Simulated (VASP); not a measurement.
# GaN (F-43m) in VASP: notebook

GaN is run at these levels: PBE; tasks: single point.

Program: VASP 6.6.1. These are calculated values, not measurements. Logs are shortened: lines on timing, memory, paths and dates and some standing lists are left out, and cuts for length are marked.

### Step 1. The cell of the first run

It takes space group F-43m (No. 216, cubic). Conventional cell: a = 4.549 Å, b = 4.549 Å, c = 4.549 Å, α = 90.00°, β = 90.00°, γ = 90.00°. Ga (site symmetry -43m) has 4 N at 1.97 Å within 2.6 Å. Within 2.6 Å of N (site symmetry -43m) lie 4 Ga at 1.97 Å.

### Step 2. Single point, PBE

Input file INCAR:

```
PREC = Accurate
ENCUT = 600
EDIFF = 1E-6
ISMEAR = 0
SIGMA = 0.02
LREAL = F
LASPH = T
NELM = 120
ALGO = Normal
ISIF = 2
LWAVE = F
LCHARG = T
GGA = PE
LELF = T
LVHAR = T
NBANDS = 16
GGA_COMPAT = F
```

Input file KPOINTS:

```
Automatic mesh
0
Gamma
  10 10 10
```

Input file POSCAR:

```
GaN
1.0
    0.0000000000      2.2744128125      2.2744128125
    2.2744128125      0.0000000000      2.2744128125
    2.2744128125      2.2744128125      0.0000000000
Ga N
1 1
Direct
    0.0000000000      0.0000000000      0.0000000000
    0.2500000000      0.2500000000      0.2500000000
```

Potentials or basis: VASP PAW PBE potentials, release 64 (Ga_d, N).

Run with:

```bash
$ cat potpaw_PBE.64/Ga_d/POTCAR potpaw_PBE.64/N/POTCAR > POTCAR
$ mpirun -np 1 vasp_std > vasp.out
```

OUTCAR:

```text
PREC = Accurate
   ENCUT = 600
   EDIFF = 1E-6
   ISMEAR = 0
   LREAL = F
   LASPH = T
   NELM = 120
   ISIF = 2
   GGA = PE

 ion  position               nearest neighbor table
   1  0.000  0.000  0.000-   2 1.97   2 1.97   2 1.97   2 1.97
   2  0.250  0.250  0.250-   1 1.97   1 1.97   1 1.97   1 1.97

  LATTYP: Found a face centered cubic cell.
 ALAT       =     4.5488256250

  Lattice vectors:

 A1 = (   0.0000000000,   2.2744128125,   2.2744128125)
 A2 = (   2.2744128125,   0.0000000000,   2.2744128125)
 A3 = (   2.2744128125,   2.2744128125,   0.0000000000)

Analysis of symmetry for initial positions (statically):
=====================================================================
 Subroutine PRICEL returns:
 Original cell was already a primitive cell.

 Routine SETGRP: Setting up the symmetry group for a
 face centered cubic supercell.

 Subroutine GETGRP returns: Found 24 space group operations
 (whereof 24 operations were pure point group operations)
 out of a pool of 48 trial point group operations.

The static configuration has the point symmetry T_d .

Analysis of symmetry for dynamics (positions and initial velocities):
=====================================================================
 Subroutine PRICEL returns:
 Original cell was already a primitive cell.

 Routine SETGRP: Setting up the symmetry group for a
 face centered cubic supercell.

 Subroutine GETGRP returns: Found 24 space group operations
 (whereof 24 operations were pure point group operations)
 out of a pool of 48 trial point group operations.

The dynamic configuration has the point symmetry T_d .

 Subroutine INISYM returns: Found 24 space group operations
 (whereof 24 operations are pure point group operations),
 and found     1 'primitive' translations

----------------------------------------------------------------------------------------

                                     Primitive cell

  volume of cell :      23.5309

  direct lattice vectors                    reciprocal lattice vectors
     0.000000000  2.274412813  2.274412813    -0.219836961  0.219836961  0.219836961
     2.274412813  0.000000000  2.274412813     0.219836961 -0.219836961  0.219836961
     2.274412813  2.274412813  0.000000000     0.219836961  0.219836961 -0.219836961

  length of vectors
     3.216505446  3.216505446  3.216505446     0.380768785  0.380768785  0.380768785

  position of ions in fractional coordinates (direct lattice)
     0.000000000  0.000000000  0.000000000
     0.250000000  0.250000000  0.250000000

[... 76 lines left out ...]
   EDIFF  = 0.1E-05   stopping-criterion for ELM
   LREAL  =      F    real-space projection
   EDIFFG = 0.1E-04   stopping-criterion for IOM
   NSW    =      0    number of steps for IOM
   IBRION =     -1    ionic relax: 0-MD 1-quasi-New 2-CG
   NFREE  =      0    steps in history (QN), initial steepest desc. (CG)
   ISIF   =      2    stress and relaxation
   ISYM   =      2    0-nonsym 1-usesym 2-fastsym
   POTIM  = 0.5000    time-step for ionic-motion
   TEBEG  =    0.0;   TEEND  =   0.0 temperature during run
   PSTRESS=    0.0 pullay stress
   NELECT =      18.0000    total number of electrons
   NUPDOWN=      -1.0000    fix difference up-down
   EMIN   =  10.00;   EMAX   =-10.00  energy-range for DOS
   EFERMI =   0.00;   METHOD = LEGACY
   ISMEAR =     0;   SIGMA  =   0.02  broadening in eV -4-tet -1-fermi 0-gaus
   EFERMI_NEDOS =   21; number of points for ismear=-14 and -15
   IALGO  =     38    algorithm
   IMIX   =      4    mixing-type and parameters
     AMIX     =   0.40;   BMIX     =  1.00
     AMIX_MAG =   1.60;   BMIX_MAG =  1.00
  volume/ion in A,a.u.               =      11.77        79.40
  Fermi-wavevector in a.u.,A,eV,Ry     =   1.497223  2.829340 30.499847  2.241676
  Thomas-Fermi vector in A             =   2.609138
   LORBIT       =      0    0 simple, 1 ext, 2 COOP (PROOUT), +10 PAW based schemes
   GGA     = PE    functional components
   LHFCALC =     F    Hartree Fock is set to
   AEXX    =    0.0000 exact exchange contribution
   IVDW    =     0    specifies the selected vdW correction
   LEPSILON=     F    determine dielectric tensor
   LRPA    =     F    only Hartree local field effects (RPA)
 non-spin polarized calculation
 Gauss-broadening in eV      SIGMA  =   0.02
  energy-cutoff  :      600.00
  volume of cell :       23.53
 maximum number of plane-waves:       801
 NGX is ok and might be reduce to    28
   NGX = 13   NGY = 13   NGZ = 13

 number of electron      18.0000002 magnetization

 Free energy of the ion-electron system (eV)
  ---------------------------------------------------
  ext. energy  EPLUGINS =         0.00000000
  ---------------------------------------------------
  free energy    TOTEN  =       -12.15503903 eV

  energy without entropy =      -12.15503903  energy(sigma->0) =      -12.15503903

 E-fermi :   5.0744     XC(G=0): -11.5196

 val. band max:        4.9844564200   @ k =   0.0000   0.0000   0.0000
 cond. band min:       6.5300281534   @ k =   0.0000   0.0000   0.0000
 fundamental gap:      1.5455717334
 Fermi energy:         5.0744246284

 k-point     1 :       0.0000    0.0000    0.0000
  band No.  band energies     occupation
      1     -10.7171      2.00000
      2      -8.4384      2.00000
      3      -8.4384      2.00000
      4      -8.4384      2.00000
      5      -8.1458      2.00000
      6      -8.1458      2.00000
[... 433 lines left out ...]
      3      -8.2321      2.00000
      4      -8.2320      2.00000
      5      -8.0899      2.00000
      6      -7.1885      2.00000
[... 8 lines left out ...]
     15      26.8408      0.00000
     16      27.1113      0.00000

 [... further k-points ...]

------------------------ aborting loop because EDIFF is reached ----------------------------------------

  FORCE on cell =-STRESS in cart. coord.  units (eV):
  Direction    XX          YY          ZZ          XY          YZ          ZX
  --------------------------------------------------------------------------------------
  -------------------------------------------------------------------------------------
  Total       -0.0119083     -0.0119083     -0.0119083      0.0000000      0.0000000     -0.0000000
  in kB       -0.8108153     -0.8108153     -0.8108153      0.0000000      0.0000000     -0.0000000
  external PRESSURE =      -0.8108153 kB  Pullay stress =       0.0000000 kB

 VOLUME and BASIS-vectors are now :
 -----------------------------------------------------------------------------
  energy-cutoff  :      600.00
  volume of cell :       23.53
      direct lattice vectors                 reciprocal lattice vectors
     0.000000000  2.274412813  2.274412813    -0.219836961  0.219836961  0.219836961
     2.274412813  0.000000000  2.274412813     0.219836961 -0.219836961  0.219836961
     2.274412813  2.274412813  0.000000000     0.219836961  0.219836961 -0.219836961

 POSITION                                       TOTAL-FORCE (eV/Angst)
 -----------------------------------------------------------------------------------
      0.00000      0.00000      0.00000         0.000000      0.000000      0.000000
      1.13721      1.13721      1.13721        -0.000000     -0.000000     -0.000000
 -----------------------------------------------------------------------------------
    total drift:                                0.000000      0.000000      0.000000

  FREE ENERGIE OF THE ION-ELECTRON SYSTEM (eV)
  ---------------------------------------------------
  free  energy   TOTEN  =       -12.1550390311 eV

  energy  without entropy=      -12.1550390311  energy(sigma->0) =      -12.15503903
```

Run time: 34 s. Hardware: 1 thread of Intel Xeon 8259CL, shared host; peak memory 0.17 GiB.

What came out:

```
Free energy            : -12.1550 eV
Pressure               : -0.1 GPa
Band gap on the k mesh : 1.55 eV
```

Levels at points of the mesh, in eV from the valence-band top:
```
           k point  band 6  band 7  band 8  band 9  band 10  band 11  band 12  band 13
(0.00, 0.00, 0.00)  -13.13    0.00    0.00    0.00     1.55    10.13    10.13    10.13
(0.50, 0.00, 0.00)  -11.88   -6.86   -0.93   -0.93     4.45     8.59    10.22    10.22
(0.50, 0.50, 0.00)  -11.45   -6.01   -2.61   -2.61     3.34     6.50    11.52    13.67
```

### Step 3. Single point, PBE

Input file INCAR:

```
SYSTEM = GaN
ALGO = Normal ; EDIFF = 1E-6
ENCUT = 600 ; GGA = PE
GGA_COMPAT = .False. ; ISIF = 2
ISMEAR = 0 ; LASPH = .True.
LCHARG = .False. ; LREAL = .False.
LWAVE = .False. ; NBANDS = 16
NELM = 120 ; PREC = Accurate
SIGMA = 0.02
```

Input file KPOINTS:

```
k-points
0
Gamma
  10 10 10
  0 0 0
```

POSCAR is that of step 2.

Potentials or basis: VASP PAW PBE potentials, release 64 (Ga_d, N).

Run with:

```bash
$ cat potpaw_PBE.64/Ga_d/POTCAR potpaw_PBE.64/N/POTCAR > POTCAR
$ mpirun -np 1 vasp_std > vasp.out
```

It took 34 s on 1 thread of Intel Xeon 8259CL, shared host; peak memory 0.17 GiB.

Results (log left out):

```
Free energy            : -12.1550 eV
Pressure               : -0.1 GPa
Band gap on the k mesh : 1.55 eV
```

Levels at points of the mesh, in eV from the valence-band top:
```csv
k point,band 6,band 7,band 8,band 9,band 10,band 11,band 12,band 13
"(0.00, 0.00, 0.00)",-13.13,0.00,0.00,0.00,1.55,10.13,10.13,10.13
"(0.50, 0.00, 0.00)",-11.88,-6.86,-0.93,-0.93,4.45,8.59,10.22,10.22
"(0.50, 0.50, 0.00)",-11.45,-6.01,-2.61,-2.61,3.34,6.50,11.52,13.67
```
